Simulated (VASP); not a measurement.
Set up this calculation in VASP 6.6.1, as the native input.

```
Task                   : single point
Functional             : LDA
Potentials or basis    : VASP PAW LDA potentials, release 64 (Mg, As, Pt)
Cutoff                 : 520 eV
k mesh                 : 6 × 6 × 4
Occupations            : gaussian, width 0.05 eV
Spin                   : no spin polarisation
Dipole correction      : no
Further INCAR settings : ALGO = Normal; EDIFF = 1e-07; NBANDS = 38
```

The structure of MgAsPt5 lies in POSCAR:

```
MgAsPt5
1.0
    3.9499090000      0.0000000000      0.0000000000
    0.0000000000      3.9499090000      0.0000000000
    0.0000000000      0.0000000000      7.1274170000
Mg As Pt
1 1 5
Direct
    0.0000000000      0.0000000000      0.0000000000
    0.5000000000      0.5000000000      0.5000000000
    0.5000000000      0.5000000000      0.0000000000
    0.0000000000      0.5000000000      0.2790950000
    0.5000000000      0.0000000000      0.2790950000
    0.0000000000      0.5000000000      0.7209050000
    0.5000000000      0.0000000000      0.7209050000
```

One way to write it, as run:

INCAR

```
SYSTEM = MgAsPt5
PREC = Accurate ; ENCUT = 520
EDIFF = 1E-7 ; ISMEAR = 0
SIGMA = 0.05 ; LREAL = .False.
LASPH = .True. ; NELM = 60
ALGO = Normal ; ISIF = 2
LWAVE = .False. ; LCHARG = .False.
GGA = CA ; NBANDS = 38
```

KPOINTS

```
Automatic mesh
0
Gamma
  6 6 4
  0 0 0
```

Potentials or basis: VASP PAW LDA potentials, release 64 (Mg, As, Pt).

Command:

```console
$ cat potpaw_LDA.64/Mg/POTCAR potpaw_LDA.64/As/POTCAR potpaw_LDA.64/Pt/POTCAR > POTCAR
$ mpirun -np 1 vasp_std > vasp.out
```

Results of the run:

```json
{
 "Pressure": "-7.1 GPa",
 "Largest force": "0.067 eV/Å",
 "Band gap on the k mesh": "zero (an odd number of electrons rules out a gap without spin polarisation)"
}
```

Caveat: the cell stands under tension; spin-orbit coupling is left out, which moves the levels of the heavy elements.

Run time: 79 s on 1 thread of AMD EPYC 7R13 Processor (Zen 3), with other jobs on the host, peak memory 0.22 GiB.
